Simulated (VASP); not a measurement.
# ReS (Pm-3m) in VASP: settings compared

Aim: see how the results for ReS move with the level of theory and the settings. Levels: PBE, r2SCAN. Tasks: single point, relaxation of cell and atoms.

Program: VASP 6.6.1. These are calculated values, not measurements. Logs are shortened: lines on timing, memory, paths and dates and some standing lists are left out, and cuts for length are marked.

## Step 1: The cell of the first run

It takes space group Pm-3m (No. 221, cubic). The conventional cell has a = 2.976 Å, b = 2.976 Å, c = 2.976 Å, α = 90.00°, β = 90.00°, γ = 90.00°. Re (site symmetry m-3m) has 8 S at 2.58 Å and 6 Re at 2.98 Å within 3.4 Å. Within 3.4 Å of S (site symmetry m-3m) lie 8 Re at 2.58 Å and 6 S at 2.98 Å.

## Step 2: Single point, PBE

Contents of INCAR:

```
SYSTEM = ReS
ALGO = Normal
EDIFF = 1E-6
ENCUT = 520
GGA = PE
ISIF = 2
ISMEAR = 0
LASPH = .TRUE.
LCHARG = .FALSE.
LREAL = .FALSE.
LWAVE = .FALSE.
NBANDS = 14
NELM = 100
PREC = Accurate
SIGMA = 0.1
```

Contents of KPOINTS:

```
k-points
0
G
  14 14 14
  0 0 0
```

Contents of POSCAR:

```
ReS
1.0
    2.9755249397      0.0000000000      0.0000000000
    0.0000000000      2.9755249397      0.0000000000
    0.0000000000      0.0000000000      2.9755249397
Re S
1 1
Direct
    0.0000000000      0.0000000000      0.0000000000
    0.5000000000      0.5000000000      0.5000000000
```

Potentials or basis: VASP PAW PBE potentials, release 64 (Re, S).

The run is started by

```bash
cat potpaw_PBE.64/Re/POTCAR potpaw_PBE.64/S/POTCAR > POTCAR
mpirun -np 1 vasp_std > vasp.out
```

OUTCAR:

```text
SYSTEM = ReS
   EDIFF = 1E-6
   ENCUT = 520
   GGA = PE
   ISIF = 2
   ISMEAR = 0
   LASPH = .TRUE.
   LREAL = .FALSE.
   NELM = 100
   PREC = Accurate

 ion  position               nearest neighbor table
   1  0.000  0.000  0.000-   2 2.58   2 2.58   2 2.58   2 2.58   2 2.58   2 2.58   2 2.58   2 2.58

   2  0.500  0.500  0.500-   1 2.58   1 2.58   1 2.58   1 2.58   1 2.58   1 2.58   1 2.58   1 2.58

  LATTYP: Found a simple cubic cell.
 ALAT       =     2.9755249397

  Lattice vectors:

 A1 = (   2.9755249397,   0.0000000000,   0.0000000000)
 A2 = (   0.0000000000,   2.9755249397,   0.0000000000)
 A3 = (   0.0000000000,   0.0000000000,   2.9755249397)

Analysis of symmetry for initial positions (statically):
=====================================================================
 Subroutine PRICEL returns:
 Original cell was already a primitive cell.

 Routine SETGRP: Setting up the symmetry group for a
 simple cubic supercell.

 Subroutine GETGRP returns: Found 48 space group operations
 (whereof 48 operations were pure point group operations)
 out of a pool of 48 trial point group operations.

The static configuration has the point symmetry O_h .

Analysis of symmetry for dynamics (positions and initial velocities):
=====================================================================
 Subroutine PRICEL returns:
 Original cell was already a primitive cell.

 Routine SETGRP: Setting up the symmetry group for a
 simple cubic supercell.

 Subroutine GETGRP returns: Found 48 space group operations
 (whereof 48 operations were pure point group operations)
 out of a pool of 48 trial point group operations.

The dynamic configuration has the point symmetry O_h .

 Subroutine INISYM returns: Found 48 space group operations
 (whereof 48 operations are pure point group operations),
 and found     1 'primitive' translations

----------------------------------------------------------------------------------------

                                     Primitive cell

  volume of cell :      26.3445

  direct lattice vectors                    reciprocal lattice vectors
     2.975524940  0.000000000  0.000000000     0.336075153  0.000000000  0.000000000
     0.000000000  2.975524940  0.000000000     0.000000000  0.336075153  0.000000000
     0.000000000  0.000000000  2.975524940     0.000000000  0.000000000  0.336075153

  length of vectors
     2.975524940  2.975524940  2.975524940     0.336075153  0.336075153  0.336075153

  position of ions in fractional coordinates (direct lattice)
     0.000000000  0.000000000  0.000000000
     0.500000000  0.500000000  0.500000000

  ion indices of the primitive-cell ions
   primitive index   ion index
                 1           1
                 2           2

----------------------------------------------------------------------------------------

 KPOINTS: k-points

Automatic generation of k-mesh.
 Grid dimensions read from file:
 generate k-points for:   14   14   14

 Generating k-lattice:

  Cartesian coordinates                     Fractional coordinates (reciprocal lattice)
     0.024005368  0.000000000  0.000000000     0.071428571  0.000000000  0.000000000
     0.000000000  0.024005368  0.000000000     0.000000000  0.071428571  0.000000000
     0.000000000  0.000000000  0.024005368     0.000000000  0.000000000  0.071428571

  Length of vectors
     0.024005368  0.024005368  0.024005368

  Shift w.r.t. Gamma in fractional coordinates (k-lattice)
     0.000000000  0.000000000  0.000000000

 Subroutine IBZKPT returns following result:
 ===========================================

 Found    120 irreducible k-points:

 Following reciprocal coordinates:
            Coordinates               Weight
  0.000000  0.000000  0.000000      1.000000
  0.071429  0.000000  0.000000      6.000000
  0.142857  0.000000  0.000000      6.000000
  0.214286  0.000000  0.000000      6.000000
  0.285714  0.000000  0.000000      6.000000
  0.357143  0.000000  0.000000      6.000000
[... 16 lines left out ...]
  0.285714  0.214286  0.000000     24.000000
  0.357143  0.214286  0.000000     24.000000
 [... further k-points ...]
   k-points           NKPTS =    120   k-points in BZ     NKDIM =    120   number of bands    NBANDS=     14
   number of dos      NEDOS =    301   number of ions     NIONS =      2
   total plane-waves  NPLWV =  13824
   dimension x,y,z NGX =    24 NGY =   24 NGZ =   24
   dimension x,y,z NGXF=    48 NGYF=   48 NGZF=   48
   ions per type =               1   1
   NGX,Y,Z   is equivalent  to a cutoff of  13.41, 13.41, 13.41 a.u.
   NGXF,Y,Z  is equivalent  to a cutoff of  26.82, 26.82, 26.82 a.u.
 SYSTEM =  ReS
   PREC   = accura    normal or accurate (medium, high low for compatibility)
   ISTART =      0    job   : 0-new  1-cont  2-samecut
   ICHARG =      2    charge: 1-file 2-atom 10-const
   ISPIN  =      1    spin polarized calculation?
   LNONCOLLINEAR =      F non collinear calculations
   LSORBIT =      F    spin-orbit coupling
   LASPH  =      T    aspherical Exc in radial PAW
   ENCUT  =  520.0 eV  38.22 Ry    6.18 a.u.   5.53  5.53  5.53*2*pi/ulx,y,z
   NELM   =    100;   NELMIN=  2; NELMDL= -5     # of ELM steps
   EDIFF  = 0.1E-05   stopping-criterion for ELM
   LREAL  =      F    real-space projection
   EDIFFG = 0.1E-04   stopping-criterion for IOM
   NSW    =      0    number of steps for IOM
   IBRION =     -1    ionic relax: 0-MD 1-quasi-New 2-CG
   NFREE  =      0    steps in history (QN), initial steepest desc. (CG)
   ISIF   =      2    stress and relaxation
   ISYM   =      2    0-nonsym 1-usesym 2-fastsym
   POTIM  = 0.5000    time-step for ionic-motion
   TEBEG  =    0.0;   TEEND  =   0.0 temperature during run
   PSTRESS=    0.0 pullay stress
   NELECT =      13.0000    total number of electrons
   NUPDOWN=      -1.0000    fix difference up-down
   EMIN   =  10.00;   EMAX   =-10.00  energy-range for DOS
   EFERMI =   0.00;   METHOD = LEGACY
   ISMEAR =     0;   SIGMA  =   0.10  broadening in eV -4-tet -1-fermi 0-gaus
   EFERMI_NEDOS =   21; number of points for ismear=-14 and -15
   IALGO  =     38    algorithm
   IMIX   =      4    mixing-type and parameters
     AMIX     =   0.40;   BMIX     =  1.00
     AMIX_MAG =   1.60;   BMIX_MAG =  1.00
  volume/ion in A,a.u.               =      13.17        88.89
  Fermi-wavevector in a.u.,A,eV,Ry     =   1.293676  2.444694 22.770695  1.673599
  Thomas-Fermi vector in A             =   2.425307
   LORBIT       =      0    0 simple, 1 ext, 2 COOP (PROOUT), +10 PAW based schemes
   GGA     = PE    functional components
   LHFCALC =     F    Hartree Fock is set to
   AEXX    =    0.0000 exact exchange contribution
   IVDW    =     0    specifies the selected vdW correction
   LEPSILON=     F    determine dielectric tensor
   LRPA    =     F    only Hartree local field effects (RPA)
 non-spin polarized calculation
 Gauss-broadening in eV      SIGMA  =   0.10
  energy-cutoff  :      520.00
  volume of cell :       26.34
 maximum number of plane-waves:       739
 NGX is ok and might be reduce to    24
   NGX = 11   NGY = 11   NGZ = 11

 number of electron      13.0000002 magnetization

 Free energy of the ion-electron system (eV)
  ---------------------------------------------------
  ext. energy  EPLUGINS =         0.00000000
  ---------------------------------------------------
  free energy    TOTEN  =       -15.62656993 eV

  energy without entropy =      -15.62006484  energy(sigma->0) =      -15.62331738

 E-fermi :  10.8960     XC(G=0): -13.2417

 val. band max:       10.8557721422   @ k =   0.4286   0.4286   0.3571
 cond. band min:      10.8970098541   @ k =   0.4286   0.2857   0.0714
 fundamental gap:      0.0412377119
 Fermi energy:        10.8959883144

 k-point     1 :       0.0000    0.0000    0.0000
  band No.  band energies     occupation
      1      -7.0947      2.00000
      2       5.6061      2.00000
      3       5.6061      2.00000
      4       7.9317      2.00000
      5       7.9317      2.00000
      6       7.9317      2.00000
      7      10.8977      0.98065
      8      10.8977      0.98065
      9      10.8977      0.98065
     10      13.0486      0.00000
     11      20.1111      0.00000
     12      20.1111      0.00000
     13      27.8289      0.00000
     14      27.8290      0.00000

 k-point     2 :       0.0714    0.0000    0.0000
  band No.  band energies     occupation
      1      -7.0137      2.00000
      2       5.3716      2.00000
      3       5.6536      2.00000
      4       7.7521      2.00000
      5       7.7521      2.00000
      6       7.8875      2.00000
      7      10.9232      0.70083
      8      11.1139      0.00206
      9      11.1139      0.00206
     10      13.4450      0.00000
     11      19.7812      0.00000
     12      20.3021      0.00000
     13      26.5801      0.00000
     14      26.5801      0.00000

 k-point     3 :       0.1429    0.0000    0.0000
  band No.  band energies     occupation
      1      -6.7758      2.00000
      2       4.6028      2.00000
      3       5.7915      2.00000
      4       7.3353      2.00000
      5       7.3353      2.00000
      6       8.0970      2.00000
      7      10.9956      0.15902
      8      11.6472      0.00000
      9      11.6472      0.00000
     10      14.3163      0.00000
     11      18.9577      0.00000
     12      20.8777      0.00000
     13      24.8212      0.00000
     14      24.8212      0.00000
[... 324 lines left out ...]
 k-point    23 :       0.2857    0.2143    0.0000
  band No.  band energies     occupation
      1      -5.4339      2.00000
      2       2.6189      2.00000
      3       4.3872      2.00000
      4       6.7137      2.00000
      5       7.3166      2.00000
      6       9.8567      2.00000
      7      10.6197      1.99991
      8      11.3275      0.00000
      9      13.5393      0.00000
     10      16.6288      0.00000
     11      19.0991      0.00000
     12      20.4839      0.00000
     13      21.5051      0.00000
     14      22.5763      0.00000

 k-point    24 :       0.3571    0.2143    0.0000
  band No.  band energies     occupation
      1      -5.0300      2.00000
      2       1.8014      2.00000
      3       4.5368      2.00000
      4       6.5724      2.00000
      5       7.2666      2.00000
      6       9.9260      2.00000
      7      11.3209      0.00000
      8      11.7751      0.00000
      9      13.3980      0.00000
     10      16.1100      0.00000
     11      18.3618      0.00000
     12      20.3315      0.00000
     13      21.4549      0.00000
     14      23.7552      0.00000

 [... further k-points ...]

------------------------ aborting loop because EDIFF is reached ----------------------------------------

  FORCE on cell =-STRESS in cart. coord.  units (eV):
  Direction    XX          YY          ZZ          XY          YZ          ZX
  --------------------------------------------------------------------------------------
  -------------------------------------------------------------------------------------
  Total        0.1524711      0.1524711      0.1524711      0.0000000     -0.0000000      0.0000000
  in kB        9.2727240      9.2727240      9.2727240      0.0000000     -0.0000000      0.0000000
  external PRESSURE =       9.2727240 kB  Pullay stress =       0.0000000 kB

 VOLUME and BASIS-vectors are now :
 -----------------------------------------------------------------------------
  energy-cutoff  :      520.00
  volume of cell :       26.34
      direct lattice vectors                 reciprocal lattice vectors
     2.975524940  0.000000000  0.000000000     0.336075153  0.000000000  0.000000000
     0.000000000  2.975524940  0.000000000     0.000000000  0.336075153  0.000000000
     0.000000000  0.000000000  2.975524940     0.000000000  0.000000000  0.336075153

 POSITION                                       TOTAL-FORCE (eV/Angst)
 -----------------------------------------------------------------------------------
      0.00000      0.00000      0.00000         0.000000      0.000000      0.000000
      1.48776      1.48776      1.48776         0.000000      0.000000      0.000000
 -----------------------------------------------------------------------------------
    total drift:                               -0.000000     -0.000000     -0.000000

  FREE ENERGIE OF THE ION-ELECTRON SYSTEM (eV)
  ---------------------------------------------------
  free  energy   TOTEN  =       -15.6265699265 eV

  energy  without entropy=      -15.6200648412  energy(sigma->0) =      -15.62331738
```

Run time: 25 s. Hardware: 1 thread of AMD EPYC 9R45 (Zen 5), shared host; peak memory 0.14 GiB.

Results:

```
Free energy            : -15.6266 eV
Pressure               : 0.9 GPa
Band gap on the k mesh : zero (an odd number of electrons rules out a gap without spin polarisation)
```

Caveat: spin-orbit coupling is left out, which moves the levels of the heavy elements.

## Step 3: Single point, r2SCAN

POSCAR is that of step 2.

Contents of INCAR.step1:

```
SYSTEM = ReS
ALGO     = Normal         ! electronic algorithm
EDIFF    = 1E-4           ! SCF threshold, eV
ENCUT    = 520            ! plane-wave cutoff, eV
GGA      = PE             ! functional
ISMEAR   = 0              ! smearing method
LASPH    = .True.         ! aspherical terms in the spheres
LCHARG   = .False.        ! write CHGCAR
LREAL    = .False.        ! projectors in reciprocal space
LWAVE    = .True.         ! write WAVECAR
NBANDS   = 14             ! bands
NELM     = 80             ! most SCF steps
PREC     = Accurate       ! precision mode
SIGMA    = 0.1            ! smearing width, eV
```

Contents of INCAR.step2:

```
SYSTEM = ReS
ALGO     = Normal         ! electronic algorithm
EDIFF    = 1E-6           ! SCF threshold, eV
ENCUT    = 520            ! plane-wave cutoff, eV
ISIF     = 2              ! what is computed and relaxed
ISMEAR   = 0              ! smearing method
ISTART   = 1            
LASPH    = .True.         ! aspherical terms in the spheres
LCHARG   = .False.        ! write CHGCAR
LMIXTAU  = .True.       
LREAL    = .False.        ! projectors in reciprocal space
LWAVE    = .False.        ! write WAVECAR
METAGGA  = R2SCAN         ! meta-GGA
NBANDS   = 14             ! bands
NELM     = 80             ! most SCF steps
PREC     = Accurate       ! precision mode
SIGMA    = 0.1            ! smearing width, eV
```

Contents of KPOINTS:

```
k-points
0
Gamma
  14 14 14
  0 0 0
```

Potentials or basis: VASP PAW PBE potentials, release 64 (Re, S).

The run is started by

```bash
cat potpaw_PBE.64/Re/POTCAR potpaw_PBE.64/S/POTCAR > POTCAR
cp INCAR.step1 INCAR
mpirun -np 1 vasp_std > vasp.out
cp INCAR.step2 INCAR
mpirun -np 1 vasp_std > vasp.out
```

It took 89 s on 1 thread of AMD EPYC 9R45 (Zen 5), shared host; peak memory 0.15 GiB.

The run converged. Its results:

- Free energy: -59.4868 eV
- Pressure: -2.8 GPa
- Band gap on the k mesh: zero (an odd number of electrons rules out a gap without spin polarisation)

Levels at points of the mesh, in eV from the Fermi level:
| k point | band 4 | band 5 | band 6 | band 7 | band 8 | band 9 | band 10 | band 11 |
| --- | --- | --- | --- | --- | --- | --- | --- | --- |
| (0.00, 0.00, 0.00) | -3.19 | -3.19 | -3.19 | -0.04 | -0.04 | -0.04 | 2.55 | 9.77 |
| (0.50, 0.00, 0.00) | -5.41 | -4.29 | 0.55 | 1.67 | 4.06 | 4.06 | 4.87 | 6.13 |
| (0.50, 0.50, 0.00) | -5.39 | -2.23 | -2.23 | -1.65 | -0.10 | 2.26 | 4.30 | 11.48 |
| (0.50, 0.50, 0.50) | -9.67 | 2.14 | 2.14 | 2.14 | 2.41 | 2.41 | 4.90 | 4.90 |

Caveat: the PAW data sets were made with another functional, which shifts forces and pressure a little; spin-orbit coupling is left out, which moves the levels of the heavy elements.

## Step 4: Relaxation of cell and atoms, PBE

Contents of INCAR:

```
  PREC = Accurate
  ENCUT = 600
  EDIFF = 1E-6
  ISMEAR = 0
  SIGMA = 0.1
  LREAL = F
  LASPH = T
  NELM = 100
  ALGO = Normal
  ISIF = 3
  LWAVE = F
  LCHARG = F
  GGA = PE
  IBRION = 2
  NSW = 100
  EDIFFG = -0.01
```

Contents of KPOINTS:

```
regular mesh
0
Gamma
  14 14 14
```

Contents of POSCAR:

```
ReS
1.0
    2.9760799197      0.0000000000      0.0000000000
    0.0000000000      2.9760799197      0.0000000000
    0.0000000000      0.0000000000      2.9760799197
Re S
1 1
Direct
    0.0000000000      0.0000000000      0.0000000000
    0.5000000000      0.5000000000      0.5000000000
```

The run is started by

```bash
cat potpaw_PBE.64/Re/POTCAR potpaw_PBE.64/S/POTCAR > POTCAR
mpirun -np 1 vasp_std > vasp.out
```

Wall time 33 s (1 thread of AMD EPYC 9R45 (Zen 5), shared host); peak memory 0.15 GiB.

Results (log left out):

| Item | Value |
| --- | --- |
| Free energy | -15.6278 eV |
| Relaxed volume | 13.22 Å³/atom |
| Relaxed cell | a = 2.979 Å, b = 2.979 Å, c = 2.979 Å, α = 90.00°, β = 90.00°, γ = 90.00° |
| Space group after relaxing (to 0.1 Å) | Pm-3m (No. 221) |
| Energy gained by relaxing | 0.1 meV/atom |
| Ionic steps | 3 |
| Pressure after relaxing | 0.0 GPa |
| Band gap on the k mesh | zero (an odd number of electrons rules out a gap without spin polarisation) |

Step by step:
| step | energy change (eV) | largest force (eV/Å) | pressure (GPa) | volume (Å³) |
| --- | --- | --- | --- | --- |
| 1 | 0.0000 | 0.0000 | 0.85 | 26.36 |
| 2 | 0.0008 | 0.0000 | -1.74 | 26.63 |
| 3 | -0.0002 | 0.0000 | 0.01 | 26.44 |

Final structure:
```yaml
crystal:
  lattice:
    - [2.97925, 0.00000, 0.00000]
    - [0.00000, 2.97925, 0.00000]
    - [0.00000, 0.00000, 2.97925]
  atoms:
    - { symbol: Re, position: [0.00000, 0.00000, 0.00000] }
    - { symbol: S, position: [0.50000, 0.50000, 0.50000] }
```

Levels at points of the mesh, in eV from the Fermi level:
```tsv
k point	band 4	band 5	band 6	band 7	band 8	band 9	band 10
(0.00, 0.00, 0.00)	-2.96	-2.96	-2.96	0.00	0.00	0.00	2.11
(0.50, 0.00, 0.00)	-5.08	-4.08	0.56	1.61	3.89	3.89	4.46
(0.50, 0.50, 0.00)	-5.16	-2.11	-2.11	-1.49	-0.19	2.18	4.04
(0.50, 0.50, 0.50)	-9.21	2.06	2.06	2.06	2.34	2.34	4.70
```

Caveat: spin-orbit coupling is left out, which moves the levels of the heavy elements.

(Continued in part 2 of 2.)

The gap in the log of VASP goes by the Fermi energy; the results here count the filled bands.